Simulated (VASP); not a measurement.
# GaN (F-43m) in VASP: notebook, part 2 of 2

VASP 6.6.1. Earlier steps stand in the parts before.

### 3 Relaxation of cell and atoms, BLYP+D4

Input file INCAR:

```
SYSTEM = GaN
PREC     = Accurate       ! precision mode
ENCUT    = 600            ! plane-wave cutoff, eV
EDIFF    = 1E-7           ! SCF threshold, eV
ISMEAR   = -1             ! smearing method
SIGMA    = 0.05           ! smearing width, eV
LREAL    = .FALSE.        ! projectors in reciprocal space
LASPH    = .TRUE.         ! aspherical terms in the spheres
NELM     = 80             ! most SCF steps
ALGO     = Normal         ! electronic algorithm
ISIF     = 3              ! what is computed and relaxed
LWAVE    = .FALSE.        ! write WAVECAR
LCHARG   = .FALSE.        ! write CHGCAR
GGA      = B5             ! functional
ALDAX    = 1.0          
AGGAX    = 1.0          
AGGAC    = 1.0          
ALDAC    = 0.0          
IVDW     = 13             ! dispersion correction
VDW_S6   = 1.0          
VDW_S8   = 2.34076671   
VDW_A1   = 0.44488865   
VDW_A2   = 4.0933009    
IBRION   = 2              ! ionic algorithm
NSW      = 80             ! ionic steps
EDIFFG   = -0.005         ! ionic threshold
```

Input file KPOINTS:

```
regular mesh
0
G
  10 10 10
  0 0 0
```

Input file POSCAR:

```
GaN
1.0
    0.0000000000      2.2535006075      2.2535006075
    2.2535006075      0.0000000000      2.2535006075
    2.2535006075      2.2535006075      0.0000000000
Ga N
1 1
Direct
    0.0000000000      0.0000000000      0.0000000000
    0.2500000000      0.2500000000      0.2500000000
```

Potentials or basis: VASP PAW PBE potentials, release 64 (Ga_d, N).

Launch:

```bash
cat potpaw_PBE.64/Ga_d/POTCAR potpaw_PBE.64/N/POTCAR > POTCAR
mpirun -np 1 vasp_std > vasp.out
```

OUTCAR:

```text
SYSTEM = GaN
   PREC = Accurate
   ENCUT = 600
   EDIFF = 1E-7
   ISMEAR = -1
   LREAL = .FALSE.
   LASPH = .TRUE.
   NELM = 80
   ISIF = 3
   GGA = B5
   IVDW = 13
   IBRION = 2
   NSW = 80
   EDIFFG = -0.005

 ion  position               nearest neighbor table
   1  0.000  0.000  0.000-   2 1.95   2 1.95   2 1.95   2 1.95
   2  0.250  0.250  0.250-   1 1.95   1 1.95   1 1.95   1 1.95

  LATTYP: Found a face centered cubic cell.
 ALAT       =     4.5070012150

  Lattice vectors:

 A1 = (   0.0000000000,   2.2535006075,   2.2535006075)
 A2 = (   2.2535006075,   0.0000000000,   2.2535006075)
 A3 = (   2.2535006075,   2.2535006075,   0.0000000000)

Analysis of symmetry for initial positions (statically):
=====================================================================
 Subroutine PRICEL returns:
 Original cell was already a primitive cell.

 Routine SETGRP: Setting up the symmetry group for a
 face centered cubic supercell.

[... 253 lines left out ...]
  free energy    TOTEN  =       -10.96639467 eV

  energy without entropy =      -10.96639467  energy(sigma->0) =      -10.96639467

 E-fermi :   6.6068     XC(G=0): -11.0946

 val. band max:        5.6594463015   @ k =   0.0000   0.0000   0.0000
 cond. band min:       7.4580529704   @ k =   0.0000   0.0000   0.0000
 fundamental gap:      1.7986066689
 Fermi energy:         6.6067645249

 k-point     1 :       0.0000    0.0000    0.0000
  band No.  band energies     occupation
      1     -10.1718      2.00000
      2      -7.8842      2.00000
      3      -7.8842      2.00000
      4      -7.8842      2.00000
      5      -7.5722      2.00000
      6      -7.5722      2.00000
      7       5.6594      2.00000
      8       5.6594      2.00000
      9       5.6594      2.00000
     10       7.4581      0.00000
     11      15.9545      0.00000
     12      15.9545      0.00000
     13      15.9545      0.00000
[... 354 lines left out ...]
  band No.  band energies     occupation
      1      -9.2883      2.00000
      2      -7.7531      2.00000
      3      -7.6642      2.00000
      4      -7.6640      2.00000
      5      -7.5126      2.00000
      6      -6.5713      2.00000
      7       0.6705      2.00000
      8       3.2297      2.00000
      9       3.5405      2.00000
     10      10.3178      0.00000
     11      12.7525      0.00000
     12      16.6627      0.00000
     13      18.4940      0.00000

 [... further k-points ...]

------------------------ aborting loop because EDIFF is reached ----------------------------------------

  DFT-D4 for vdW energy calculation

  Edisp (eV):   -1.52580
[... 25 lines left out ...]
  FREE ENERGIE OF THE ION-ELECTRON SYSTEM (eV)
  ---------------------------------------------------
  free  energy   TOTEN  =       -12.4921924570 eV

  energy  without entropy=      -12.4921924569  energy(sigma->0) =      -12.49219246

 reached required accuracy - stopping structural energy minimisation
```

OSZICAR:

```text
N       E                     dE             d eps       ncg     rms          rms(c)
DAV:   1     0.946843061104E+02    0.94684E+02   -0.10604E+04  1331   0.272E+03
DAV:   2    -0.546743407280E+01   -0.10015E+03   -0.95096E+02  1387   0.381E+02
DAV:   3    -0.132573438826E+02   -0.77899E+01   -0.77399E+01  1387   0.969E+01
[... 21 lines left out ...]
DAV:   1    -0.109666801988E+02    0.19437E-02   -0.38393E-03  1427   0.176E+00    0.102E-01
DAV:   2    -0.109664560929E+02    0.22411E-03   -0.37113E-04  1492   0.654E-01    0.458E-02
DAV:   3    -0.109664011168E+02    0.54976E-04   -0.64402E-05  1487   0.318E-01    0.112E-02
DAV:   4    -0.109663946742E+02    0.64426E-05   -0.82983E-06  1620   0.442E-02    0.108E-03
DAV:   5    -0.109663946715E+02    0.27198E-08   -0.26437E-07  1261   0.719E-03
   3 F= -.12492192E+02 E0= -.12492192E+02  d E =-.429142E-04
```

CONTCAR:

```text
GaN
   1.00000000000000
     0.0000000000000000    2.2549361298260631    2.2549361298260631
     2.2549361298260631    0.0000000000000000    2.2549361298260631
     2.2549361298260631    2.2549361298260631   -0.0000000000000000
  Ga              N
     1     1
Direct
     0.0000000000000000    0.0000000000000000    0.0000000000000000
     0.2500000000000000    0.2500000000000000    0.2500000000000000

  0.00000000E+00  0.00000000E+00  0.00000000E+00
  0.00000000E+00  0.00000000E+00  0.00000000E+00
```

Wall time 36 s (1 thread of AMD EPYC 9R45 (Zen 5), shared host); peak memory 0.14 GiB.

What came out:

```
Free energy                            : -12.4922 eV
Relaxed volume                         : 11.47 Å³/atom
Relaxed cell                           : a = 3.189 Å, b = 3.189 Å, c = 3.189 Å, α = 60.00°, β = 60.00°, γ = 60.00°
Space group after relaxing (to 0.05 Å) : F-43m (No. 216)
Energy gained by relaxing              : 0.0 meV/atom
Ionic steps                            : 3
Pressure after relaxing                : 0.0 GPa
Band gap on the k mesh                 : 1.80 eV, direct
Dispersion energy per atom             : -0.763 eV
```

Final structure:
```
Ga N
1.0
     0.00000    2.25494    2.25494
     2.25494    0.00000    2.25494
     2.25494    2.25494    0.00000
Ga N
1 1
Direct
  0.00000 0.00000 0.00000
  0.25000 0.25000 0.25000
```

Caveat: the PAW data sets were made with another functional, which shifts forces and pressure a little. BLYP gaps usually lie below the measured ones, often by a third to a half.
